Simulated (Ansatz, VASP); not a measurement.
# AlGa3N4 in VASP and in Ansatz

```
Al Ga N
1.0
     4.37103    0.13458    0.13458
     0.13458    4.37103    0.13458
     0.13458    0.13458    4.37103
Al Ga N
1 3 4
Direct
  0.00000 0.00000 0.00000
  0.50000 0.50000 0.00000
  0.50000 0.00000 0.50000
  0.00000 0.50000 0.50000
  0.75481 0.75481 0.24519
  0.75481 0.24519 0.75481
  0.24519 0.75481 0.75481
  0.24519 0.24519 0.24519
```

Alike in both runs: task single point; functional LDA; k mesh 6 × 6 × 6; occupations gaussian, width 0.05 eV; no spin polarisation.

```csv
,VASP,Ansatz
version,VASP 6.6.1,Ansatz 0.2.0
potentials or method,"VASP PAW LDA potentials, release 64 (Al, Ga_d, N), cutoff 520 eV","scalar-relativistic, plane waves, PAW"
valence electrons in the cell,62,62
```

```csv
,VASP,Ansatz,Ansatz less VASP
gap on the k mesh at the Fermi level (eV),2.41,2.41,-0.003
least direct gap on the mesh (eV),2.41,2.41,-0.003
pressure (GPa),12.8,11.6,-1.18
"traceless stress, the component that is largest in VASP (GPa)",-13.65,-13.43,+0.215
rms of the force components (eV/Å),0.522,0.498,-0.0246
```

Ansatz warns that its potentials were made for another functional, while VASP's fit it. LDA's correlation is that of Perdew and Zunger in VASP and of Perdew and Wang (1992) in Ansatz. Atom by atom the forces differ by 0.027 eV/Å (rms over components).
